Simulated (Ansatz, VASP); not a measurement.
Se in VASP and in Ansatz

```
Se
1.0
     4.13834    0.00000    0.00000
    -2.06917    3.58391    0.00000
     0.00000    0.00000    4.95525
Se
3
Direct
  0.23198 0.00000 0.33333
  0.00000 0.23198 0.66667
  0.76802 0.76802 0.00000
```

Alike in both runs: task single point; functional PBE; dispersion D3(BJ); k mesh 9 × 9 × 8; occupations gaussian, width 0.05 eV; no spin polarisation.

|  | VASP | Ansatz |
| --- | --- | --- |
| version | VASP 6.6.1 | Ansatz 0.2.0 |
| potentials or method | VASP PAW PBE potentials, release 64 (Se), cutoff 520 eV | scalar-relativistic, plane waves, PAW |
| valence electrons in the cell | 18 | 48 |

|  | VASP | Ansatz | Ansatz less VASP |
| --- | --- | --- | --- |
| gap on the k mesh at the Fermi level (eV) | 0.77 | 0.79 | +0.015 |
| least direct gap on the mesh (eV) | 0.91 | 0.92 | +0.014 |
| pressure (GPa) | 5.0 | 4.9 | -0.18 |
| traceless stress, the component that is largest in VASP (GPa) | 2.29 | 2.21 | -0.078 |
| rms of the force components (eV/Å) | 0.575 | 0.552 | -0.0229 |

Atom by atom the forces differ by 0.023 eV/Å (rms over components). VASP's potentials hold 18 valence electrons a cell and Ansatz's 48, so a difference there can come from the potentials and not from the codes.
